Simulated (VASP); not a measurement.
# W (Im-3m) in VASP: notebook

The runs below take W through single point, with r2SCAN.

All numbers are computed with VASP 6.6.1; they aren't measurements. Logs are shortened: lines on timing, memory, paths and dates and some standing lists are left out, and cuts for length are marked.

## Step 1: The cell of the first run

The structure is cubic, space group Im-3m (No. 229). Conventional cell: a = 3.170 Å, b = 3.170 Å, c = 3.170 Å, α = 90.00°, β = 90.00°, γ = 90.00°. W (site symmetry m-3m) has 14 W at 2.74 to 3.17 Å within 3.6 Å.

## Step 2: Single point, r2SCAN

POSCAR reads:

```
W
1.0
   -1.5848038465      1.5848038465      1.5848038465
    1.5848038465     -1.5848038465      1.5848038465
    1.5848038465      1.5848038465     -1.5848038465
W
1
Direct
    0.0000000000      0.0000000000      0.0000000000
```

INCAR.step1 reads:

```
SYSTEM = W
PREC = Accurate
ENCUT = 520
ISMEAR = 1
SIGMA = 0.03
LREAL = .FALSE.
LASPH = .TRUE.
NELM = 80
NBANDS = 13
GGA = PE
ALGO = Normal
EDIFF = 1E-4
LWAVE = .TRUE.
LCHARG = .FALSE.
```

INCAR.step2 reads:

```
SYSTEM = W
PREC = Accurate
ENCUT = 520
EDIFF = 1E-7
ISMEAR = 1
SIGMA = 0.03
LREAL = .FALSE.
LASPH = .TRUE.
NELM = 80
ALGO = Normal
ISIF = 2
LWAVE = .FALSE.
LCHARG = .TRUE.
METAGGA = R2SCAN
LMIXTAU = .TRUE.
LELF = .TRUE.
LVHAR = .TRUE.
NBANDS = 13
ISTART = 1
```

KPOINTS reads:

```
regular mesh
0
G
  14 14 14
  0 0 0
```

Potentials or basis: VASP PAW PBE potentials, release 64 (W_sv).

Launch:

```console
> cat potpaw_PBE.64/W_sv/POTCAR > POTCAR
> cp INCAR.step1 INCAR
> mpirun -np 1 vasp_std > vasp.out
> cp INCAR.step2 INCAR
> mpirun -np 1 vasp_std > vasp.out
```

OUTCAR:

```text
SYSTEM = W
   PREC = Accurate
   ENCUT = 520
   EDIFF = 1E-7
   ISMEAR = 1
   LREAL = .FALSE.
   LASPH = .TRUE.
   NELM = 80
   ISIF = 2
   METAGGA = R2SCAN
   ISTART = 1

 ion  position               nearest neighbor table
   1  0.000  0.000  0.000-

  LATTYP: Found a body centered cubic cell.
 ALAT       =     3.1696076930

  Lattice vectors:

 A1 = (  -1.5848038465,   1.5848038465,   1.5848038465)
 A2 = (   1.5848038465,  -1.5848038465,   1.5848038465)
 A3 = (   1.5848038465,   1.5848038465,  -1.5848038465)

Analysis of symmetry for initial positions (statically):
=====================================================================
 Subroutine PRICEL returns:
 Original cell was already a primitive cell.

 Routine SETGRP: Setting up the symmetry group for a
 body centered cubic supercell.

 Subroutine GETGRP returns: Found 48 space group operations
 (whereof 48 operations were pure point group operations)
 out of a pool of 48 trial point group operations.

The static configuration has the point symmetry O_h .

Analysis of symmetry for dynamics (positions and initial velocities):
=====================================================================
 Subroutine PRICEL returns:
 Original cell was already a primitive cell.

 Routine SETGRP: Setting up the symmetry group for a
 body centered cubic supercell.

 Subroutine GETGRP returns: Found 48 space group operations
 (whereof 48 operations were pure point group operations)
 out of a pool of 48 trial point group operations.

The dynamic configuration has the point symmetry O_h .

 Subroutine INISYM returns: Found 48 space group operations
 (whereof 48 operations are pure point group operations),
 and found     1 'primitive' translations

----------------------------------------------------------------------------------------

                                     Primitive cell

  volume of cell :      15.9216

  direct lattice vectors                    reciprocal lattice vectors
    -1.584803847  1.584803847  1.584803847     0.000000000  0.315496458  0.315496458
     1.584803847 -1.584803847  1.584803847     0.315496458  0.000000000  0.315496458
     1.584803847  1.584803847 -1.584803847     0.315496458  0.315496458  0.000000000

  length of vectors
     2.744960782  2.744960782  2.744960782     0.446179370  0.446179370  0.446179370

  position of ions in fractional coordinates (direct lattice)
     0.000000000  0.000000000  0.000000000

  ion indices of the primitive-cell ions
   primitive index   ion index
                 1           1

----------------------------------------------------------------------------------------

 KPOINTS: regular mesh

Automatic generation of k-mesh.
 Grid dimensions read from file:
 generate k-points for:   14   14   14

 Generating k-lattice:

  Cartesian coordinates                     Fractional coordinates (reciprocal lattice)
     0.000000000  0.022535461  0.022535461     0.071428571  0.000000000  0.000000000
     0.022535461  0.000000000  0.022535461     0.000000000  0.071428571  0.000000000
     0.022535461  0.022535461  0.000000000     0.000000000  0.000000000  0.071428571

  Length of vectors
     0.031869955  0.031869955  0.031869955

  Shift w.r.t. Gamma in fractional coordinates (k-lattice)
     0.000000000  0.000000000  0.000000000

 Subroutine IBZKPT returns following result:
 ===========================================

 Found    104 irreducible k-points:

 Following reciprocal coordinates:
            Coordinates               Weight
  0.000000  0.000000  0.000000      1.000000
  0.071429  0.000000  0.000000     12.000000
  0.142857  0.000000  0.000000     12.000000
  0.214286  0.000000  0.000000     12.000000
  0.285714  0.000000  0.000000     12.000000
  0.357143  0.000000  0.000000     12.000000
[... 16 lines left out ...]
  0.285714  0.285714  0.000000     24.000000
  0.357143  0.285714  0.000000     24.000000
 [... further k-points ...]
   k-points           NKPTS =    104   k-points in BZ     NKDIM =    104   number of bands    NBANDS=     13
   number of dos      NEDOS =    301   number of ions     NIONS =      1
   total plane-waves  NPLWV =   8000
   dimension x,y,z NGX =    20 NGY =   20 NGZ =   20
   dimension x,y,z NGXF=    40 NGYF=   40 NGZF=   40
   ions per type =               1
   NGX,Y,Z   is equivalent  to a cutoff of  12.11, 12.11, 12.11 a.u.
   NGXF,Y,Z  is equivalent  to a cutoff of  24.23, 24.23, 24.23 a.u.
 SYSTEM =  W
   PREC   = accura    normal or accurate (medium, high low for compatibility)
   ISTART =      1    job   : 0-new  1-cont  2-samecut
   ICHARG =      0    charge: 1-file 2-atom 10-const
   ISPIN  =      1    spin polarized calculation?
   LNONCOLLINEAR =      F non collinear calculations
   LSORBIT =      F    spin-orbit coupling
   LASPH  =      T    aspherical Exc in radial PAW
   ENCUT  =  520.0 eV  38.22 Ry    6.18 a.u.   5.10  5.10  5.10*2*pi/ulx,y,z
   NELM   =     80;   NELMIN=  2; NELMDL=  0     # of ELM steps
   EDIFF  = 0.1E-06   stopping-criterion for ELM
   LREAL  =      F    real-space projection
   EDIFFG = 0.1E-05   stopping-criterion for IOM
   NSW    =      0    number of steps for IOM
   IBRION =     -1    ionic relax: 0-MD 1-quasi-New 2-CG
   NFREE  =      0    steps in history (QN), initial steepest desc. (CG)
   ISIF   =      2    stress and relaxation
   ISYM   =      2    0-nonsym 1-usesym 2-fastsym
   POTIM  = 0.5000    time-step for ionic-motion
   TEBEG  =    0.0;   TEEND  =   0.0 temperature during run
   PSTRESS=    0.0 pullay stress
   NELECT =      14.0000    total number of electrons
   NUPDOWN=      -1.0000    fix difference up-down
   EMIN   =  10.00;   EMAX   =-10.00  energy-range for DOS
   EFERMI =   0.00;   METHOD = LEGACY
   ISMEAR =     1;   SIGMA  =   0.03  broadening in eV -4-tet -1-fermi 0-gaus
   EFERMI_NEDOS =   21; number of points for ismear=-14 and -15
   IALGO  =     38    algorithm
   IMIX   =      4    mixing-type and parameters
     AMIX     =   0.40;   BMIX     =  1.00
     AMIX_MAG =   1.60;   BMIX_MAG =  1.00
  volume/ion in A,a.u.               =      15.92       107.44
  Fermi-wavevector in a.u.,A,eV,Ry     =   1.568395  2.963836 33.468448  2.459862
  Thomas-Fermi vector in A             =   2.670432
   LORBIT       =      0    0 simple, 1 ext, 2 COOP (PROOUT), +10 PAW based schemes
   METAGGA = R2SCAN    functional components
   LHFCALC =     F    Hartree Fock is set to
   AEXX    =    0.0000 exact exchange contribution
   IVDW    =     0    specifies the selected vdW correction
   LEPSILON=     F    determine dielectric tensor
   LRPA    =     F    only Hartree local field effects (RPA)
 non-spin polarized calculation
 Methfessel and Paxton  Order N= 1 SIGMA  =   0.03
  energy-cutoff  :      520.00
  volume of cell :       15.92
 maximum number of plane-waves:       444
   NGX = 11   NGY = 11   NGZ = 11

 number of electron      14.0000003 magnetization

 Free energy of the ion-electron system (eV)
  ---------------------------------------------------
  ext. energy  EPLUGINS =         0.00000000
  ---------------------------------------------------
  free energy    TOTEN  =       -51.34498773 eV

  energy without entropy =      -51.34486579  energy(sigma->0) =      -51.34494708

 E-fermi :  11.3139     XC(G=0): -14.9350

 val. band max:       11.3039248768   @ k =  -0.4286   0.5000   0.2857
 cond. band min:      11.3270744022   @ k =   0.5000   0.5000   0.2857
 fundamental gap:      0.0231495254
 Fermi energy:        11.3139404782

 k-point     1 :       0.0000    0.0000    0.0000
  band No.  band energies     occupation
      1     -64.9129      2.00000
      2     -27.7772      2.00000
      3     -27.7772      2.00000
      4     -27.7772      2.00000
      5       1.1215      2.00000
      6       9.9450      2.00000
      7       9.9450      2.00000
      8       9.9450      2.00000
      9      13.7683      0.00000
     10      13.7683      0.00000
     11      26.4773      0.00000
     12      26.4773      0.00000
     13      26.4773      0.00000

 k-point     2 :       0.0714    0.0000    0.0000
  band No.  band energies     occupation
      1     -64.9057      2.00000
      2     -27.8497      2.00000
      3     -27.7997      2.00000
      4     -27.7776      2.00000
      5       1.3773      2.00000
      6       9.7885      2.00000
      7       9.9056      2.00000
      8      10.1915      2.00000
      9      13.5220      0.00000
     10      13.7681      0.00000
     11      26.6910      0.00000
     12      26.9135      0.00000
     13      27.0841      0.00000

 k-point     3 :       0.1429    0.0000    0.0000
  band No.  band energies     occupation
      1     -64.8852      2.00000
      2     -28.0492      2.00000
      3     -27.8620      2.00000
      4     -27.7786      2.00000
      5       2.0968      2.00000
      6       9.3772      2.00000
      7       9.7251      2.00000
      8      10.9168      2.00000
      9      13.0999      0.00000
     10      13.7879      0.00000
     11      27.1337      0.00000
     12      28.1583      0.00000
     13      28.4250      0.00000
[... 305 lines left out ...]
 k-point    23 :       0.2857    0.2857    0.0000
  band No.  band energies     occupation
      1     -64.7516      2.00000
      2     -28.8670      2.00000
      3     -28.5085      2.00000
      4     -27.9387      2.00000
      5       6.4679      2.00000
      6       7.9052      2.00000
      7       8.8916      2.00000
      8      13.6394      0.00000
      9      14.5463      0.00000
     10      20.2907      0.00000
     11      21.0356      0.00000
     12      24.9859      0.00000
     13      28.6601      0.00000

 k-point    24 :       0.3571    0.2857    0.0000
  band No.  band energies     occupation
      1     -64.7469      2.00000
      2     -28.8157      2.00000
      3     -28.6091      2.00000
      4     -27.9458      2.00000
      5       6.5751      2.00000
      6       8.0643      2.00000
      7       8.7796      2.00000
      8      13.9052      0.00000
      9      14.5161      0.00000
     10      20.0922      0.00000
     11      21.7325      0.00000
     12      23.8774      0.00000
     13      29.1389      0.00000

 [... further k-points ...]
[... 5 lines left out ...]
  --------------------------------------------------------------------------------------
  -------------------------------------------------------------------------------------
  Total        0.1357413      0.1357413      0.1357413      0.0000000      0.0000000      0.0000000
  in kB       13.6595429     13.6595429     13.6595429      0.0000000      0.0000000      0.0000000
  external PRESSURE =      13.6595429 kB  Pullay stress =       0.0000000 kB

 VOLUME and BASIS-vectors are now :
 -----------------------------------------------------------------------------
  energy-cutoff  :      520.00
  volume of cell :       15.92
      direct lattice vectors                 reciprocal lattice vectors
    -1.584803847  1.584803847  1.584803847     0.000000000  0.315496458  0.315496458
     1.584803847 -1.584803847  1.584803847     0.315496458  0.000000000  0.315496458
     1.584803847  1.584803847 -1.584803847     0.315496458  0.315496458  0.000000000

 POSITION                                       TOTAL-FORCE (eV/Angst)
 -----------------------------------------------------------------------------------
      0.00000      0.00000      0.00000         0.000000      0.000000      0.000000
 -----------------------------------------------------------------------------------
    total drift:                                0.000000     -0.000000      0.000000

  FREE ENERGIE OF THE ION-ELECTRON SYSTEM (eV)
  ---------------------------------------------------
  free  energy   TOTEN  =       -51.3449877275 eV

  energy  without entropy=      -51.3448657875  energy(sigma->0) =      -51.34494708
```

Run time: 97 s. Hardware: 1 thread of Intel Xeon 8259CL, shared host; peak memory 0.14 GiB.

Results:

```
Free energy            : -51.3450 eV
Pressure               : 1.4 GPa
Band gap on the k mesh : zero (bands 7 and 8 overlap by 6.58 eV)
```

Caveat: the PAW data sets were made with another functional, which shifts forces and pressure a little; spin-orbit coupling is left out, which moves the levels of the heavy elements.

## Step 3: Single point, r2SCAN

POSCAR is that of step 2.

Edit INCAR.step1 of step 2 so:

```diff
@@ -4,6 +4,6 @@
 ISMEAR = 1
-SIGMA = 0.03
+SIGMA = 0.1
 LREAL = .FALSE.
 LASPH = .TRUE.
-NELM = 80
+NELM = 100
 NBANDS = 13
```

INCAR.step2 reads:

```
SYSTEM = W
PREC = Accurate
ENCUT = 520
EDIFF = 1E-6
ISMEAR = 1
SIGMA = 0.1
LREAL = .FALSE.
LASPH = .TRUE.
NELM = 100
ALGO = Normal
ISIF = 2
LWAVE = .FALSE.
LCHARG = .FALSE.
METAGGA = R2SCAN
LMIXTAU = .TRUE.
NBANDS = 13
ISTART = 1
```

KPOINTS reads:

```
Automatic mesh
0
G
  14 14 14
  0 0 0
```

Potentials or basis: VASP PAW PBE potentials, release 64 (W_sv).

Launch:

```console
> cat potpaw_PBE.64/W_sv/POTCAR > POTCAR
> cp INCAR.step1 INCAR
> mpirun -np 1 vasp_std > vasp.out
> cp INCAR.step2 INCAR
> mpirun -np 1 vasp_std > vasp.out
```

OUTCAR:

```text
SYSTEM = W
   PREC = Accurate
   ENCUT = 520
   EDIFF = 1E-6
   ISMEAR = 1
   LREAL = .FALSE.
   LASPH = .TRUE.
   NELM = 100
   ISIF = 2
   METAGGA = R2SCAN
   ISTART = 1

 ion  position               nearest neighbor table
   1  0.000  0.000  0.000-

  LATTYP: Found a body centered cubic cell.
 ALAT       =     3.1696076930

  Lattice vectors:

 A1 = (  -1.5848038465,   1.5848038465,   1.5848038465)
 A2 = (   1.5848038465,  -1.5848038465,   1.5848038465)
 A3 = (   1.5848038465,   1.5848038465,  -1.5848038465)

Analysis of symmetry for initial positions (statically):
=====================================================================
 Subroutine PRICEL returns:
 Original cell was already a primitive cell.

 Routine SETGRP: Setting up the symmetry group for a
 body centered cubic supercell.

 Subroutine GETGRP returns: Found 48 space group operations
 (whereof 48 operations were pure point group operations)
 out of a pool of 48 trial point group operations.

The static configuration has the point symmetry O_h .

Analysis of symmetry for dynamics (positions and initial velocities):
=====================================================================
 Subroutine PRICEL returns:
 Original cell was already a primitive cell.

 Routine SETGRP: Setting up the symmetry group for a
 body centered cubic supercell.

 Subroutine GETGRP returns: Found 48 space group operations
 (whereof 48 operations were pure point group operations)
 out of a pool of 48 trial point group operations.

The dynamic configuration has the point symmetry O_h .

 Subroutine INISYM returns: Found 48 space group operations
 (whereof 48 operations are pure point group operations),
 and found     1 'primitive' translations

----------------------------------------------------------------------------------------

                                     Primitive cell

[... 109 lines left out ...]
  volume/ion in A,a.u.               =      15.92       107.44
  Fermi-wavevector in a.u.,A,eV,Ry     =   1.568395  2.963836 33.468448  2.459862
  Thomas-Fermi vector in A             =   2.670432
   LORBIT       =      0    0 simple, 1 ext, 2 COOP (PROOUT), +10 PAW based schemes
   METAGGA = R2SCAN    functional components
   LHFCALC =     F    Hartree Fock is set to
   AEXX    =    0.0000 exact exchange contribution
   IVDW    =     0    specifies the selected vdW correction
   LEPSILON=     F    determine dielectric tensor
   LRPA    =     F    only Hartree local field effects (RPA)
 non-spin polarized calculation
 Methfessel and Paxton  Order N= 1 SIGMA  =   0.10
  energy-cutoff  :      520.00
  volume of cell :       15.92
 maximum number of plane-waves:       444
   NGX = 11   NGY = 11   NGZ = 11

 number of electron      14.0000003 magnetization

 Free energy of the ion-electron system (eV)
  ---------------------------------------------------
  ext. energy  EPLUGINS =         0.00000000
  ---------------------------------------------------
  free energy    TOTEN  =       -51.34509785 eV

  energy without entropy =      -51.34512808  energy(sigma->0) =      -51.34510793

 E-fermi :  11.3252     XC(G=0): -14.9348

 val. band max:       11.3039768121   @ k =  -0.4286   0.5000   0.2857
 cond. band min:      11.3271172341   @ k =   0.5000   0.5000   0.2857
 fundamental gap:      0.0231404221
 Fermi energy:        11.3252176557

 k-point     1 :       0.0000    0.0000    0.0000
  band No.  band energies     occupation
      1     -64.9124      2.00000
      2     -27.7767      2.00000
      3     -27.7767      2.00000
      4     -27.7767      2.00000
      5       1.1216      2.00000
      6       9.9451      2.00000
      7       9.9451      2.00000
      8       9.9451      2.00000
      9      13.7691      0.00000
     10      13.7691      0.00000
     11      26.4771      0.00000
     12      26.4771      0.00000
     13      26.4771      0.00000
[... 354 lines left out ...]
  band No.  band energies     occupation
      1     -64.7464      2.00000
      2     -28.8152      2.00000
      3     -28.6087      2.00000
      4     -27.9454      2.00000
      5       6.5751      2.00000
      6       8.0644      2.00000
      7       8.7798      2.00000
      8      13.9057      0.00000
      9      14.5166      0.00000
     10      20.0924      0.00000
     11      21.7327      0.00000
     12      23.8775      0.00000
     13      29.1391      0.00000

 [... further k-points ...]
[... 5 lines left out ...]
  --------------------------------------------------------------------------------------
  -------------------------------------------------------------------------------------
  Total        0.1369946      0.1369946      0.1369946      0.0000000      0.0000000      0.0000000
  in kB       13.7856529     13.7856529     13.7856529      0.0000000      0.0000000      0.0000000
  external PRESSURE =      13.7856529 kB  Pullay stress =       0.0000000 kB

 VOLUME and BASIS-vectors are now :
 -----------------------------------------------------------------------------
  energy-cutoff  :      520.00
  volume of cell :       15.92
      direct lattice vectors                 reciprocal lattice vectors
    -1.584803847  1.584803847  1.584803847     0.000000000  0.315496458  0.315496458
     1.584803847 -1.584803847  1.584803847     0.315496458  0.000000000  0.315496458
     1.584803847  1.584803847 -1.584803847     0.315496458  0.315496458  0.000000000

 POSITION                                       TOTAL-FORCE (eV/Angst)
 -----------------------------------------------------------------------------------
      0.00000      0.00000      0.00000         0.000000      0.000000      0.000000
 -----------------------------------------------------------------------------------
    total drift:                                0.000000     -0.000000      0.000000

  FREE ENERGIE OF THE ION-ELECTRON SYSTEM (eV)
  ---------------------------------------------------
  free  energy   TOTEN  =       -51.3450978512 eV

  energy  without entropy=      -51.3451280764  energy(sigma->0) =      -51.34510793
```

Run time: 2.1 min. Hardware: 1 thread of Intel Xeon 8259CL, shared host; peak memory 0.14 GiB.

What came out:

```
Free energy            : -51.3451 eV
Pressure               : 1.4 GPa
Band gap on the k mesh : zero (bands 7 and 8 overlap by 6.58 eV)
```

Caveat: the PAW data sets were made with another functional, which shifts forces and pressure a little; spin-orbit coupling is left out, which moves the levels of the heavy elements.
